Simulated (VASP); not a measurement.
Input of a VASP 6.6.1 run:

File INCAR:

```
PREC = Accurate
ENCUT = 520
EDIFF = 1E-6
ISMEAR = -1
SIGMA = 0.05
LREAL = False
LASPH = True
NELM = 100
ALGO = Normal
ISIF = 2
LWAVE = False
LCHARG = False
GGA = PS
NBANDS = 13
```

Contents of KPOINTS:

```
Automatic mesh
0
Gamma
  13 13 13
```

POSCAR

```
Pb
1.0
    3.0483390761      0.0000000000      0.0000000000
    0.0000000000      3.0483390761      0.0000000000
    0.0000000000      0.0000000000      3.0483390761
Pb
1
Direct
    0.0000000000      0.0000000000      0.0000000000
```

Potentials or basis: VASP PAW PBE potentials, release 64 (Pb_d).

Command:

```console
$ cat potpaw_PBE.64/Pb_d/POTCAR > POTCAR
$ mpirun -np 1 vasp_std > vasp.out
```

Q: Predict the band gap on the k mesh.

A: Zero (band 7 reaches 13.23 eV, above the bottom of band 8 at 5.56 eV).

Q: Estimate the pressure.

A: 7.5 GPa.

Caveat: the PAW data sets were made with another functional, which shifts forces and pressure a little; spin-orbit coupling is left out, which moves the levels of the heavy elements.
